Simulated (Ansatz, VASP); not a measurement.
One calculation of Pt, two programs

```
Pt
1.0
     0.00000    2.00685    1.95790
     2.00685    0.00000    1.95790
     2.00685    2.00685    0.00000
Pt
1
Cartesian
  0.0000 0.0000 0.0000
```

Change from the starting cell: strain +0.0250 x Voigt [1, 1, 0, 0, 0, 0], atoms carried along.

Alike in both runs: task single point; functional PBE; k mesh 20 × 20 × 20; occupations gaussian, width 0.15 eV; no spin polarisation.

```csv
,VASP,Ansatz
version,VASP 6.6.1,Ansatz 0.2.0
potentials or method,"VASP PAW PBE potentials, release 64 (Pt), cutoff 520 eV","scalar-relativistic, plane waves, PAW"
valence electrons in the cell,10,18
```

Ansatz gave:

- gap on the k mesh at the Fermi level (eV): none
- pressure (GPa): -1.8
- traceless stress, the component that is largest in VASP (GPa): 1.20

Q: Estimate VASP's values.

A: gap on the k mesh at the Fermi level (eV): none; pressure (GPa): -2.3; traceless stress, the component that is largest in VASP (GPa): 1.19.

A gap of «none» marks a metal or a gap that the smearing closes. VASP's potentials hold 10 valence electrons a cell and Ansatz's 18, so a difference there can come from the potentials and not from the codes.

Spin-orbit coupling is off throughout.
